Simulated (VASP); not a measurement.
# ZnGe2N in VASP: notebook

ZnGe2N is run at these levels: PBE; tasks: single point, relaxation of cell and atoms.

Everything below comes from runs of VASP 6.6.1. Logs are shortened: lines on timing, memory, paths and dates and some standing lists are left out, and cuts for length are marked.

## Step 1: The cell of the first run

The typed cell holds 4 atoms: a = 4.724 Å, b = 4.724 Å, c = 3.612 Å, α = 90.00°, β = 90.00°, γ = 120.00°.

The cell was generated, and may not be a known phase.

## Step 2: Single point, PBE

INCAR

```
  PREC = Accurate
  ENCUT = 520
  EDIFF = 1E-6
  ISMEAR = 0
  SIGMA = 0.1
  LREAL = F
  LASPH = T
  NELM = 100
  ALGO = Normal
  ISIF = 2
  LWAVE = F
  LCHARG = F
  GGA = PE
  NBANDS = 30
```

KPOINTS

```
regular mesh
0
Gamma
  6 6 4
```

POSCAR

```
ZnGe2N
1.0
    4.7241246245      0.0000000032      0.0000000000
   -2.3620623150      4.0912119338      0.0000000000
    0.0000000000      0.0000000000      3.6122960601
Zn Ge N
1 2 1
Direct
    0.0000000000      0.0000000000      0.1982514627
    0.3333333333      0.6666666667      0.6976835144
    0.6666666667      0.3333333333      0.6976835144
    0.0000000000      0.0000000000      0.6982132884
```

Potentials or basis: VASP PAW PBE potentials, release 64 (Zn, Ge_d, N).

Command:

```bash
$ cat potpaw_PBE.64/Zn/POTCAR potpaw_PBE.64/Ge_d/POTCAR potpaw_PBE.64/N/POTCAR > POTCAR
$ mpirun -np 1 vasp_std > vasp.out
```

OUTCAR:

```text
PREC = Accurate
   ENCUT = 520
   EDIFF = 1E-6
   ISMEAR = 0
   LREAL = F
   LASPH = T
   NELM = 100
   ISIF = 2
   GGA = PE

 ion  position               nearest neighbor table
   1  0.000  0.000  0.198-   4 1.81   4 1.81
   2  0.333  0.667  0.698-   3 2.73   3 2.73   3 2.73
   3  0.667  0.333  0.698-   2 2.73   2 2.73   2 2.73
   4  0.000  0.000  0.698-   1 1.81   1 1.81

  LATTYP: Found a hexagonal cell.
 ALAT       =     4.7241246245
 C/A-ratio  =     0.7646487651

  Lattice vectors:

 A1 = (   4.7241246245,   0.0000000032,   0.0000000000)
 A2 = (  -2.3620623150,   4.0912119338,   0.0000000000)
 A3 = (   0.0000000000,   0.0000000000,   3.6122960601)

Analysis of symmetry for initial positions (statically):
=====================================================================
 Subroutine PRICEL returns:
 Original cell was already a primitive cell.

 Routine SETGRP: Setting up the symmetry group for a
 hexagonal supercell.

 Subroutine GETGRP returns: Found 12 space group operations
 (whereof 12 operations were pure point group operations)
 out of a pool of 24 trial point group operations.

The static configuration has the point symmetry C_6v.

Analysis of symmetry for dynamics (positions and initial velocities):
=====================================================================
 Subroutine PRICEL returns:
 Original cell was already a primitive cell.

 Routine SETGRP: Setting up the symmetry group for a
 hexagonal supercell.

 Subroutine GETGRP returns: Found 12 space group operations
 (whereof 12 operations were pure point group operations)
 out of a pool of 24 trial point group operations.

The dynamic configuration has the point symmetry C_6v.

 Subroutine INISYM returns: Found 12 space group operations
 (whereof 12 operations are pure point group operations),
 and found     1 'primitive' translations

----------------------------------------------------------------------------------------

                                     Primitive cell

  volume of cell :      69.8163

  direct lattice vectors                    reciprocal lattice vectors
     4.724124624  0.000000003  0.000000000     0.211679428  0.122213175  0.000000000
    -2.362062315  4.091211934  0.000000000    -0.000000000  0.244426350  0.000000000
     0.000000000  0.000000000  3.612296060     0.000000000  0.000000000  0.276832237

  length of vectors
     4.724124624  4.724124624  3.612296060     0.244426350  0.244426350  0.276832237

  position of ions in fractional coordinates (direct lattice)
     0.000000000  0.000000000  0.198251463
     0.333333333  0.666666667  0.697683514
     0.666666667  0.333333333  0.697683514
     0.000000000  0.000000000  0.698213288

  ion indices of the primitive-cell ions
   primitive index   ion index
                 1           1
                 2           2
                 3           3
                 4           4

----------------------------------------------------------------------------------------

 KPOINTS: regular mesh

Automatic generation of k-mesh.
 Grid dimensions read from file:
 generate k-points for:    6    6    4

 Generating k-lattice:

  Cartesian coordinates                     Fractional coordinates (reciprocal lattice)
     0.035279905  0.020368863  0.000000000     0.166666667  0.000000000  0.000000000
    -0.000000000  0.040737725  0.000000000    -0.000000000  0.166666667  0.000000000
     0.000000000  0.000000000  0.069208059     0.000000000  0.000000000  0.250000000

  Length of vectors
     0.040737725  0.040737725  0.069208059

  Shift w.r.t. Gamma in fractional coordinates (k-lattice)
     0.000000000  0.000000000  0.000000000

 Subroutine IBZKPT returns following result:
 ===========================================

 Found     21 irreducible k-points:

 Following reciprocal coordinates:
            Coordinates               Weight
  0.000000  0.000000  0.000000      1.000000
  0.166667 -0.000000  0.000000      6.000000
  0.333333  0.000000  0.000000      6.000000
  0.500000 -0.000000  0.000000      3.000000
  0.166667  0.166667  0.000000      6.000000
  0.333333  0.166667  0.000000     12.000000
[... 13 lines left out ...]
  0.333333  0.166667  0.500000     12.000000
  0.333333  0.333333  0.500000      2.000000
   k-points           NKPTS =     21   k-points in BZ     NKDIM =     21   number of bands    NBANDS=     30
   number of dos      NEDOS =    301   number of ions     NIONS =      4
   total plane-waves  NPLWV =  36288
   dimension x,y,z NGX =    36 NGY =   36 NGZ =   28
   dimension x,y,z NGXF=    72 NGYF=   72 NGZF=   56
   ions per type =               1   2   1
   NGX,Y,Z   is equivalent  to a cutoff of  12.67, 12.67, 12.89 a.u.
   NGXF,Y,Z  is equivalent  to a cutoff of  25.34, 25.34, 25.77 a.u.
 SYSTEM =  unknown system
   PREC   = accura    normal or accurate (medium, high low for compatibility)
   ISTART =      0    job   : 0-new  1-cont  2-samecut
   ICHARG =      2    charge: 1-file 2-atom 10-const
   ISPIN  =      1    spin polarized calculation?
   LNONCOLLINEAR =      F non collinear calculations
   LSORBIT =      F    spin-orbit coupling
   LASPH  =      T    aspherical Exc in radial PAW
   ENCUT  =  520.0 eV  38.22 Ry    6.18 a.u.   8.78  8.78  6.72*2*pi/ulx,y,z
   NELM   =    100;   NELMIN=  2; NELMDL= -5     # of ELM steps
   EDIFF  = 0.1E-05   stopping-criterion for ELM
   LREAL  =      F    real-space projection
   EDIFFG = 0.1E-04   stopping-criterion for IOM
   NSW    =      0    number of steps for IOM
   IBRION =     -1    ionic relax: 0-MD 1-quasi-New 2-CG
   NFREE  =      0    steps in history (QN), initial steepest desc. (CG)
   ISIF   =      2    stress and relaxation
   ISYM   =      2    0-nonsym 1-usesym 2-fastsym
   POTIM  = 0.5000    time-step for ionic-motion
   TEBEG  =    0.0;   TEEND  =   0.0 temperature during run
   PSTRESS=    0.0 pullay stress
   NELECT =      45.0000    total number of electrons
   NUPDOWN=      -1.0000    fix difference up-down
   EMIN   =  10.00;   EMAX   =-10.00  energy-range for DOS
   EFERMI =   0.00;   METHOD = LEGACY
   ISMEAR =     0;   SIGMA  =   0.10  broadening in eV -4-tet -1-fermi 0-gaus
   EFERMI_NEDOS =   21; number of points for ismear=-14 and -15
   IALGO  =     38    algorithm
   IMIX   =      4    mixing-type and parameters
     AMIX     =   0.40;   BMIX     =  1.00
     AMIX_MAG =   1.60;   BMIX_MAG =  1.00
  volume/ion in A,a.u.               =      17.45       117.79
  Fermi-wavevector in a.u.,A,eV,Ry     =   1.414143  2.672344 27.208952  1.999802
  Thomas-Fermi vector in A             =   2.535716
   LORBIT       =      0    0 simple, 1 ext, 2 COOP (PROOUT), +10 PAW based schemes
   GGA     = PE    functional components
   LHFCALC =     F    Hartree Fock is set to
   AEXX    =    0.0000 exact exchange contribution
   IVDW    =     0    specifies the selected vdW correction
   LEPSILON=     F    determine dielectric tensor
   LRPA    =     F    only Hartree local field effects (RPA)
 non-spin polarized calculation
 Gauss-broadening in eV      SIGMA  =   0.10
  energy-cutoff  :      520.00
  volume of cell :       69.82
 maximum number of plane-waves:      1910
 NGX is ok and might be reduce to    36
   NGX = 17   NGY = 17   NGZ = 13

 number of electron      45.0000016 magnetization

 Free energy of the ion-electron system (eV)
  ---------------------------------------------------
  ext. energy  EPLUGINS =         0.00000000
  ---------------------------------------------------
  free energy    TOTEN  =       -15.40795354 eV

  energy without entropy =      -15.39084658  energy(sigma->0) =      -15.39940006

 E-fermi :   4.2384     XC(G=0): -10.5942

 val. band max:        4.1808407319   @ k =   0.3333   0.0000   0.5000
 cond. band min:       4.2686774675   @ k =   0.1667  -0.0000   0.2500
 fundamental gap:      0.0878367355
 Fermi energy:         4.2383851026

 k-point     1 :       0.0000    0.0000    0.0000
  band No.  band energies     occupation
      1     -20.5315      2.00000
      2     -20.5315      2.00000
      3     -20.5106      2.00000
      4     -20.4879      2.00000
      5     -20.4879      2.00000
      6     -20.4739      2.00000
[... 22 lines left out ...]
     29      13.0792      0.00000
     30      14.1267      0.00000

 k-point     2 :       0.1667   -0.0000    0.0000
  band No.  band energies     occupation
      1     -20.5433      2.00000
      2     -20.5408      2.00000
      3     -20.5130      2.00000
      4     -20.4889      2.00000
      5     -20.4857      2.00000
      6     -20.4613      2.00000
[... 22 lines left out ...]
     29      12.4492      0.00000
     30      13.4211      0.00000

 k-point     3 :       0.3333    0.0000    0.0000
  band No.  band energies     occupation
      1     -20.5595      2.00000
      2     -20.5568      2.00000
      3     -20.5125      2.00000
      4     -20.4909      2.00000
      5     -20.4805      2.00000
      6     -20.4503      2.00000
[... 22 lines left out ...]
     29      10.3124      0.00000
     30      12.1296      0.00000

 k-point     4 :       0.5000   -0.0000    0.0000
  band No.  band energies     occupation
      1     -20.5660      2.00000
      2     -20.5636      2.00000
      3     -20.5117      2.00000
      4     -20.4919      2.00000
      5     -20.4770      2.00000
      6     -20.4539      2.00000
[... 517 lines left out ...]
     29      10.8424      0.00000
     30      12.1794      0.00000

 k-point    20 :       0.3333    0.1667    0.5000
  band No.  band energies     occupation
      1     -20.5770      2.00000
      2     -20.5443      2.00000
      3     -20.5119      2.00000
      4     -20.4985      2.00000
      5     -20.4796      2.00000
      6     -20.4598      2.00000
[... 22 lines left out ...]
     29      11.3783      0.00000
     30      11.8575      0.00000

 k-point    21 :       0.3333    0.3333    0.5000
  band No.  band energies     occupation
      1     -20.5848      2.00000
      2     -20.5276      2.00000
      3     -20.5276      2.00000
      4     -20.4999      2.00000
      5     -20.4697      2.00000
      6     -20.4697      2.00000
[... 22 lines left out ...]
     29      10.2317      0.00000
     30      12.5312      0.00000

------------------------ aborting loop because EDIFF is reached ----------------------------------------

  FORCE on cell =-STRESS in cart. coord.  units (eV):
  Direction    XX          YY          ZZ          XY          YZ          ZX
  --------------------------------------------------------------------------------------
  -------------------------------------------------------------------------------------
  Total        0.0978032      0.0978032      0.5427457      0.0000000      0.0000000      0.0000000
  in kB        2.2444340      2.2444340     12.4551887      0.0000000      0.0000000      0.0000000
  external PRESSURE =       5.6480189 kB  Pullay stress =       0.0000000 kB

 VOLUME and BASIS-vectors are now :
 -----------------------------------------------------------------------------
  energy-cutoff  :      520.00
  volume of cell :       69.82
      direct lattice vectors                 reciprocal lattice vectors
     4.724124624  0.000000003  0.000000000     0.211679428  0.122213175  0.000000000
    -2.362062315  4.091211934  0.000000000    -0.000000000  0.244426350  0.000000000
     0.000000000  0.000000000  3.612296060     0.000000000  0.000000000  0.276832237

 POSITION                                       TOTAL-FORCE (eV/Angst)
 -----------------------------------------------------------------------------------
      0.00000      0.00000      0.71614        -0.000000     -0.000000     -0.007260
     -0.00000      2.72747      2.52024        -0.000000     -0.000000      0.001035
      2.36206      1.36374      2.52024         0.000000      0.000000      0.001035
      0.00000      0.00000      2.52215        -0.000000     -0.000000      0.005189
 -----------------------------------------------------------------------------------
    total drift:                               -0.000000     -0.000000     -0.001789

  FREE ENERGIE OF THE ION-ELECTRON SYSTEM (eV)
  ---------------------------------------------------
  free  energy   TOTEN  =       -15.4079535353 eV

  energy  without entropy=      -15.3908465829  energy(sigma->0) =      -15.39940006
```

Run time: 50 s. Hardware: 1 thread of Intel Xeon Platinum 8488C (Sapphire Rapids), shared host; peak memory 0.2 GiB.

Results:

```yaml
Free_energy: -15.4080 eV
Pressure: 0.6 GPa
Largest_force: 0.007 eV/Å
Band_gap_on_the_k_mesh: zero (an odd number of electrons rules out a gap without spin polarisation)
```

Forces on the atoms (eV/Å):
```
Zn   0.000  0.000 -0.007
Ge   0.000  0.000  0.001
Ge   0.000  0.000  0.001
N    0.000  0.000  0.005
```

Caveat: the k points lie up to 0.43 Å⁻¹ apart, too coarse for converged energies and pressures of a metal.

## Step 3: Single point, PBE

This run uses another cell than the first one, of 18.04 Å³/atom.

INCAR

```
SYSTEM = ZnGe2N
ALGO = Normal
EDIFF = 1E-6
ENCUT = 520
GGA = PE
ISIF = 2
ISMEAR = 0
LASPH = .TRUE.
LCHARG = .FALSE.
LREAL = .FALSE.
LWAVE = .FALSE.
NBANDS = 30
NELM = 60
PREC = Accurate
SIGMA = 0.1
```

KPOINTS

```
k-points
0
G
  6 6 6
  0 0 0
```

POSCAR

```
ZnGe2N
1.0
    4.8563548228      0.0000000000      0.0000000000
   -2.4281774114      4.2057266464      0.0000000000
    0.0000000000      0.0000000000      3.5339859151
Zn Ge N
1 2 1
Direct
    0.0000000000      0.0000000000      0.0000000000
    0.3333333333      0.6666666667      0.5000000000
    0.6666666667      0.3333333333      0.5000000000
    0.0000000000      0.0000000000      0.5000000000
```

Potentials or basis: VASP PAW PBE potentials, release 64 (Zn, Ge_d, N).

Command:

```bash
$ cat potpaw_PBE.64/Zn/POTCAR potpaw_PBE.64/Ge_d/POTCAR potpaw_PBE.64/N/POTCAR > POTCAR
$ mpirun -np 1 vasp_std > vasp.out
```

Run time: 67 s. Hardware: 1 thread of Intel Xeon Platinum 8488C (Sapphire Rapids), shared host; peak memory 0.21 GiB.

The run converged. Its results:

```yaml
Free_energy: -15.3106 eV
Pressure: 0.4 GPa
Band_gap_on_the_k_mesh: zero (an odd number of electrons rules out a gap without spin polarisation)
```

Stress tensor (GPa, compression positive):
```
0.23 0.00 0.00
0.00 0.23 0.00
0.00 0.00 0.86
```

Levels at points of the mesh, in eV from the Fermi level:
```tsv
k point	band 19	band 20	band 21	band 22	band 23	band 24	band 25	band 26	band 27	band 28
(0.00, 0.00, 0.00)	-4.15	-3.95	-3.95	-2.06	-2.06	1.82	2.09	4.57	4.57	5.40
(0.50, 0.00, 0.00)	-5.14	-4.02	-1.57	0.15	0.45	2.33	3.58	3.65	4.39	4.56
(0.00, 0.00, 0.50)	-4.08	-2.16	-2.16	-1.24	-1.22	-1.22	0.94	3.52	3.52	5.55
(0.50, 0.00, 0.50)	-5.11	-3.33	-3.28	-0.78	-0.44	1.25	1.39	2.16	5.36	5.48
```

## Step 4: Relaxation of cell and atoms, PBE

INCAR

```
SYSTEM = ZnGe2N
PREC = Accurate
ENCUT = 600
EDIFF = 1E-7
ISMEAR = 0
SIGMA = 0.1
LREAL = .False.
LASPH = .True.
NELM = 80
ALGO = Normal
ISIF = 3
LWAVE = .False.
LCHARG = .False.
GGA = PE
IBRION = 2
NSW = 90
EDIFFG = -0.04
```

KPOINTS

```
Automatic mesh
0
Gamma
  6 6 6
  0 0 0
```

POSCAR

```
ZnGe2N
1.0
    4.7241246245      0.0000000000      0.0000000000
   -2.3620623122      4.0912119354      0.0000000000
    0.0000000000      0.0000000000      3.6122960601
Zn Ge N
1 2 1
Direct
    0.0000000000      0.0000000000      0.0000000000
    0.3333333333      0.6666666667      0.5000000000
    0.6666666667      0.3333333333      0.5000000000
    0.0000000000      0.0000000000      0.5000000000
```

Command:

```bash
$ cat potpaw_PBE.64/Zn/POTCAR potpaw_PBE.64/Ge_d/POTCAR potpaw_PBE.64/N/POTCAR > POTCAR
$ mpirun -np 1 vasp_std > vasp.out
```

Wall time 7.6 min (1 thread of Intel Xeon Platinum 8488C (Sapphire Rapids), shared host); peak memory 0.25 GiB.

The run converged. Its results:

```
Free energy                           : -15.3116 eV
Relaxed volume                        : 18.19 Å³/atom
Relaxed cell                          : a = 4.870 Å, b = 4.870 Å, c = 3.542 Å, α = 90.00°, β = 90.00°, γ = 120.00°
Space group after relaxing (to 0.1 Å) : P6/mmm (No. 191)
Energy gained by relaxing             : 6.1 meV/atom
Ionic steps                           : 8
Pressure after relaxing               : -0.1 GPa
Band gap on the k mesh                : zero (an odd number of electrons rules out a gap without spin polarisation)
```

Stress tensor (GPa, compression positive):
```
-0.18  0.00  0.00
 0.00 -0.18  0.00
 0.00  0.00 -0.02
```

The path:
```tsv
step	energy change (eV)	largest force (eV/Å)	pressure (GPa)	volume (Å³)
1	0.0000	0.0000	0.82	69.82
2	-0.0115	0.0000	0.36	70.71
3	-0.0224	0.0000	-0.30	72.35
4	0.0170	0.0000	-1.27	75.61
5	-0.0233	0.0000	-0.42	72.67
6	-0.0235	0.0000	-0.53	72.98
7	-0.0219	0.0000	0.56	72.34
8	-0.0244	0.0000	-0.12	72.74
```

Final structure:
```
CELL_PARAMETERS angstrom
4.86982 0.00000 0.00000
-2.43491 4.21739 0.00000
0.00000 0.00000 3.54192
ATOMIC_POSITIONS crystal
Zn 0.00000 0.00000 0.00000
Ge 0.33333 0.66667 0.50000
Ge 0.66667 0.33333 0.50000
N 0.00000 0.00000 0.50000
```

Levels at points of the mesh, in eV from the Fermi level:
| k point | band 21 | band 22 | band 23 | band 24 | band 25 | band 26 |
| --- | --- | --- | --- | --- | --- | --- |
| (0.00, 0.00, 0.00) | -3.91 | -2.04 | -2.04 | 1.81 | 2.06 | 4.55 |
| (0.50, 0.00, 0.00) | -1.57 | 0.12 | 0.45 | 2.32 | 3.55 | 3.62 |
| (0.00, 0.00, 0.50) | -2.14 | -1.25 | -1.20 | -1.20 | 0.94 | 3.52 |
| (0.50, 0.00, 0.50) | -3.25 | -0.77 | -0.44 | 1.24 | 1.37 | 2.17 |

## Step 5: Single point, PBE

This run uses another cell than the first one, of 17.74 Å³/atom.

INCAR

```
ALGO = Normal
EDIFF = 1E-6
ENCUT = 520
GGA = PE
ISIF = 2
ISMEAR = 0
LASPH = True
LCHARG = False
LREAL = False
LWAVE = False
NBANDS = 30
NELM = 80
PREC = Accurate
SIGMA = 0.1
```

KPOINTS

```
k-points
0
Gamma
  12 12 14
```

POSCAR

```
ZnGe2N
1.0
    4.7804570006      0.0000000000      0.0000000000
   -2.3902285003      4.1399972042      0.0000000000
    0.0000000000      0.0000000000      3.5845950814
Zn Ge N
1 2 1
Direct
    0.0000000000      0.0000000000      0.0000000000
    0.3333333333      0.6666666667      0.5000000000
    0.6666666667      0.3333333333      0.5000000000
    0.0000000000      0.0000000000      0.5000000000
```

Command:

```bash
$ cat potpaw_PBE.64/Zn/POTCAR potpaw_PBE.64/Ge_d/POTCAR potpaw_PBE.64/N/POTCAR > POTCAR
$ mpirun -np 1 vasp_std > vasp.out
```

Run time: 3.9 min. Hardware: 1 thread of Intel Xeon Platinum 8488C (Sapphire Rapids), shared host; peak memory 0.41 GiB.

Results (log left out):

| Property | Result |
| --- | --- |
| Free energy | -15.3893 eV |
| Pressure | 0.4 GPa |
| Band gap on the k mesh | zero (an odd number of electrons rules out a gap without spin polarisation) |

Stress tensor (GPa, compression positive):
```
0.01 0.00 0.00
0.00 0.01 0.00
0.00 0.00 1.09
```

Levels at points of the mesh, in eV from the Fermi level:
```tsv
k point	band 20	band 21	band 22	band 23	band 24	band 25	band 26	band 27
(0.00, 0.00, 0.00)	-3.88	-3.88	-1.93	-1.93	1.75	1.85	4.92	4.92
(0.50, 0.00, 0.00)	-3.94	-1.32	0.38	0.70	2.23	3.49	3.64	4.76
(0.00, 0.00, 0.50)	-2.21	-2.21	-1.19	-1.19	-0.98	1.37	3.70	3.70
(0.50, 0.00, 0.50)	-3.41	-3.16	-0.49	-0.32	1.42	1.66	2.30	5.79
```

## Step 6: The runs side by side

```csv
task,cell,k mesh,cutoff (eV),gap on the mesh (eV),pressure (GPa)
single point,"a = 4.724, b = 4.724, c = 3.612 Å, angles 90.0, 90.0, 120.0°, 4 atoms, atomic positions A",6 × 6 × 4,520,none,0.6
single point,"a = 4.856, b = 4.856, c = 3.534 Å, angles 90.0, 90.0, 120.0°, 4 atoms, atomic positions B",6 × 6 × 6,520,none,0.4
relaxation of cell and atoms,"relaxed from a = 4.724, b = 4.724, c = 3.612 Å, angles 90.0, 90.0, 120.0°, 4 atoms, atomic positions B",6 × 6 × 6,600,none,-0.1
single point,"a = 4.780, b = 4.780, c = 3.585 Å, angles 90.0, 90.0, 120.0°, 4 atoms, atomic positions B",12 × 12 × 14,520,none,0.4
```

Alike in all rows: level PBE; potentials or basis VASP PAW PBE potentials, release 64 (Zn, Ge_d, N); no spin polarisation; smearing gaussian 0.1 eV.

Caveats: some runs use coarse meshes.

Absolute energies hang on the potentials; compare differences alone.

The gap in the log of VASP goes by the Fermi energy; the results here count the filled bands.